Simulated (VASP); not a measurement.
Wanted: the native input for a VASP 6.6.1 run.

| Item | Value |
| --- | --- |
| Task | single point |
| Functional | PBE |
| Potentials or basis | VASP PAW PBE potentials, release 64 (Al, H) |
| Cutoff | 520 eV |
| k mesh | 5 × 3 × 1 |
| Occupations | gaussian, width 0.1 eV |
| Spin | no spin polarisation |
| Dipole correction | yes |
| Further INCAR settings | LREAL = Auto; ALGO = Normal; EDIFF = 1e-06; NBANDS = 44 |

The structure of Al9H lies in POSCAR:

```
Al9H
1.0
    5.7086446660      0.0000000000      0.0000000000
   -1.4271611665      9.7033329366      0.0000000000
    0.0000000000      0.0000000000     22.7902708839
Al H
18 2
Direct
    0.2662242802      0.0648971207      0.1755134908
    0.7662242802      0.0648971207      0.1755134908
    0.3354843969      0.3419375876      0.2192156219
    0.8354843969      0.3419375876      0.2192156219
    0.1493364202      0.5973456810      0.2279560482
    0.6493364202      0.5973456810      0.2279560482
    0.4631884436      0.8527537744      0.2366964744
    0.9631884436      0.8527537744      0.2366964744
    0.0319869115      0.1277383811      0.2808269846
    0.5319869115      0.1277383811      0.2808269846
    0.0997952748      0.4042696946      0.3301089530
    0.5997952748      0.4042696946      0.3301089530
    0.4144272444      0.6597110304      0.3369829646
    0.9144272444      0.6597110304      0.3369829646
    0.2263180843      0.9111292163      0.3449343063
    0.7263180843      0.9111292163      0.3449343063
    0.2962616061      0.1814597108      0.3857027821
    0.7962616061      0.1814597108      0.3857027821
    0.6062804321      0.3644752335      0.4475712876
    0.6062804321      0.4848905250      0.4475712876
```

One way to write it, as run:

INCAR

```
SYSTEM = Al9H
ALGO = Normal
DIPOL = 0.5 0.5 0.299
EDIFF = 1E-6
ENCUT = 520
GGA = PE
IDIPOL = 3
ISIF = 2
ISMEAR = 0
LASPH = .True.
LCHARG = .True.
LDIPOL = .True.
LELF = .True.
LREAL = Auto
LVACPOTAV = .True.
LVHAR = .True.
LWAVE = .False.
NBANDS = 44
NELM = 100
PREC = Accurate
SIGMA = 0.1
```

KPOINTS

```
k-points
0
Gamma
  5 3 1
  0 0 0
```

Potentials or basis: VASP PAW PBE potentials, release 64 (Al, H).

The run is started by

```sh
$ cat potpaw_PBE.64/Al/POTCAR potpaw_PBE.64/H/POTCAR > POTCAR
$ mpirun -np 1 vasp_std > vasp.out
```

Results of the run:

| Property | Result |
| --- | --- |
| Largest force | 3.607 eV/Å |
| Band gap on the k mesh | zero (bands 28 and 29 overlap by 0.72 eV) |

Run time: 33 min on 1 thread of Intel(R) Xeon(R) Platinum 8375C CPU @ 2.90GHz (Ice Lake), on a shared host, peak memory 1.2 GiB.
